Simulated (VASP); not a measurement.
Ge4P3Ru, 8 atoms in the cell. The structure is cubic, space group Pm-3m (No. 221). The conventional cell has a = 5.155 Å, b = 5.155 Å, c = 5.155 Å, α = 90.00°, β = 90.00°, γ = 90.00°. Within 3.4 Å of Ge (site symmetry 4/mmm) lie 4 P at 2.58 Å and 2 Ru at 2.58 Å. Ge (site symmetry m-3m) has 6 P at 2.58 Å within 3.4 Å. P (site symmetry 4/mmm) has 6 Ge at 2.58 Å within 3.4 Å. Within 3.4 Å of Ru (site symmetry m-3m) lie 6 Ge at 2.58 Å. The cell was generated, and may not be a known phase.

| Item | Value |
| --- | --- |
| Program | VASP 6.6.1 |
| Task | single point |
| Functional | PBE |
| Potentials or basis | VASP PAW PBE potentials, release 64 (Ge_d, P, Ru_pv) |
| Cutoff | 520 eV |
| k mesh | 4 × 4 × 4 |
| Occupations | gaussian, width 0.1 eV |
| Spin | no spin polarisation |
| Dipole correction | no |
| Further INCAR settings | ALGO = Normal; EDIFF = 1e-06; NBANDS = 52 |

Potentials or basis: VASP PAW PBE potentials, release 64 (Ge_d, P, Ru_pv).

The run is started by

```console
$ cat potpaw_PBE.64/Ge_d/POTCAR potpaw_PBE.64/P/POTCAR potpaw_PBE.64/Ru_pv/POTCAR > POTCAR
$ mpirun -np 1 vasp_std > vasp.out
```

Hardware: 1 thread of Intel(R) Xeon(R) 6975P-C (Granite Rapids), on a shared host.

Problem. Estimate the wall time of this run.

Solution. Wall time 40 s on 1 thread of Intel(R) Xeon(R) 6975P-C (Granite Rapids), on a shared host, peak memory 0.26 GiB. Counts: scf iterations 14, k points 10.
